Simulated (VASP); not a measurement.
A run of VASP 6.6.1 is set up as follows.

The input INCAR:

```
SYSTEM = BAs
ALGO = Normal ; EDIFF = 1E-8
ENCUT = 520 ; ISIF = 2
ISMEAR = -1 ; LASPH = .True.
LCHARG = .False. ; LEFG = .True.
LREAL = .False. ; LWAVE = .False.
NBANDS = 11 ; NELM = 80
PREC = Accurate ; SIGMA = 0.01
```

File KPOINTS:

```
k-points
0
Gamma
  15 15 15
  0 0 0
```

The input POSCAR:

```
BAs
1.0
    0.0000000000      2.4096270000      2.4096270000
    2.4096270000      0.0000000000      2.4096270000
    2.4096270000      2.4096270000      0.0000000000
B As
1 1
Direct
    0.7500000000      0.7500000000      0.7500000000
    0.0000000000      0.0000000000      0.0000000000
```

Potentials or basis: VASP PAW LDA potentials, release 64 (B, As).

Run with:

```bash
$ cat potpaw_LDA.64/B/POTCAR potpaw_LDA.64/As/POTCAR > POTCAR
$ mpirun -np 1 vasp_std > vasp.out
```

(1) Predict the band gap on the k mesh.

(2) What does it give for the pressure?

Results:

(1) 1.15 eV, indirect (least direct gap 3.22 eV).

(2) -6.5 GPa.

Caveat: without QUAD_EFG the Cq values of the log hold for a quadrupole moment of 1 mb, not for the nuclei.
